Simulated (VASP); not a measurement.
Wanted: the native input for a VASP 6.6.1 run.

```yaml
Task: single point
Functional: PBE
Potentials_or_basis: VASP PAW PBE potentials, release 64 (Mg, O)
Cutoff: 520 eV
k_mesh: 10 × 10 × 10
Occupations: fermi-dirac, width 0.02 eV
Spin: no spin polarisation
Dipole_correction: no
Further_INCAR_settings: ALGO = Normal; EDIFF = 1e-06; NBANDS = 11
```

The structure of MgO lies in POSCAR:

```
MgO
1.0
    2.5176281586      0.0000000000      0.0000000000
    0.0000000000      2.5176281586      0.0000000000
    0.0000000000      0.0000000000      2.5176281586
Mg O
1 1
Direct
    0.0000000000      0.0000000000      0.0000000000
    0.5000000000      0.5000000000      0.5000000000
```

This cell differs from its parent crystal: strain -4.0%.

One way to write it, as run:

INCAR

```
PREC = Accurate ; ENCUT = 520
EDIFF = 1E-6 ; ISMEAR = -1
SIGMA = 0.02 ; LREAL = False
LASPH = True ; NELM = 60
ALGO = Normal ; ISIF = 2
LWAVE = False ; LCHARG = False
GGA = PE ; NBANDS = 11
```

KPOINTS

```
Automatic mesh
0
Gamma
  10 10 10
```

Potentials or basis: VASP PAW PBE potentials, release 64 (Mg, O).

Command:

```console
$ cat potpaw_PBE.64/Mg/POTCAR potpaw_PBE.64/O/POTCAR > POTCAR
$ mpirun -np 1 vasp_std > vasp.out
```

Results of the run:

| Item | Value |
| --- | --- |
| Pressure | 31.2 GPa |
| Band gap on the k mesh | 3.88 eV, indirect (least direct gap 5.05 eV) |

Caveat: the cell differs from its parent crystal (strain -4.0%).

Run time: 7.1 s on 1 thread of AMD EPYC 7R43 64-Core Processor (Zen 3), with other jobs on the host, peak memory 0.09 GiB.
